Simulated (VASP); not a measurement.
A run of VASP 6.6.1:

INCAR

```
SYSTEM = ZnS
  ALGO = Normal
  EDIFF = 1E-6
  ENCUT = 520
  GGA = PS
  ISIF = 2
  ISMEAR = 0
  LASPH = .TRUE.
  LCHARG = .FALSE.
  LREAL = .FALSE.
  LWAVE = .FALSE.
  NBANDS = 16
  NELM = 80
  PREC = Accurate
  SIGMA = 0.02
```

Contents of KPOINTS:

```
k-points
0
G
  6 6 6
  0 0 0
```

File POSCAR:

```
ZnS
1.0
    0.0000000000      2.6659733333      2.7755204529
    2.6659733333      0.0000000000      2.7755204529
    2.6659733333      2.6659733333      0.0000000000
Zn S
1 1
Direct
    0.2500000000      0.2500000000      0.2500000000
    0.0000000000      0.0000000000      0.0000000000
```

Potentials or basis: VASP PAW PBE potentials, release 64 (Zn, S).

Run with:

```console
$ cat potpaw_PBE.64/Zn/POTCAR potpaw_PBE.64/S/POTCAR > POTCAR
$ mpirun -np 1 vasp_std > vasp.out
```

Hardware: 1 thread of Intel Xeon 6975P-C (shared host).

Question: Estimate the wall time of this run.

Answer: Wall time 21 s on 1 thread of Intel Xeon 6975P-C, on a shared host, peak memory 0.17 GiB. Counts: scf iterations 12, k points 30.
